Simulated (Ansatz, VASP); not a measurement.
Two plane-wave programs on Mg3ZnC

```
Zn Mg C
1.0
     4.40693    0.00000    0.00000
     0.00000    4.40693    0.00000
     0.00000    0.00000    4.40693
Zn Mg C
1 3 1
Direct
  0.00000 0.00000 0.00000
  0.50000 0.00000 0.50000
  0.50000 0.50000 0.00000
  0.00000 0.50000 0.50000
  0.50000 0.50000 0.50000
```

Alike in both runs: functional r2SCAN; k mesh 6 × 6 × 6; occupations fermi-dirac, width 0.05 eV; no spin polarisation.

|  | VASP | Ansatz |
| --- | --- | --- |
| version | VASP 6.6.1 | Ansatz 0.2.0 |
| potentials or method | VASP PAW PBE potentials, release 64 (Zn, Mg, C) | Ansatz PAW |
| plane-wave cutoff (eV) | 520 | 500 |
| valence electrons in the cell | 22 | 46 |
| task | single point | projected density of states |

Ansatz gave:

- gap on the k mesh at the Fermi level (eV): none
- pressure (GPa): -1.6

Problem. What did VASP give for the same quantities?

Solution. gap on the k mesh at the Fermi level (eV): none; pressure (GPa): -2.0.

VASP's potentials were made for PBE, not for r2SCAN. A gap of «none» marks a metal or a gap that the smearing closes. VASP's potentials hold 22 valence electrons a cell and Ansatz's 46, so a difference there can come from the potentials and not from the codes.
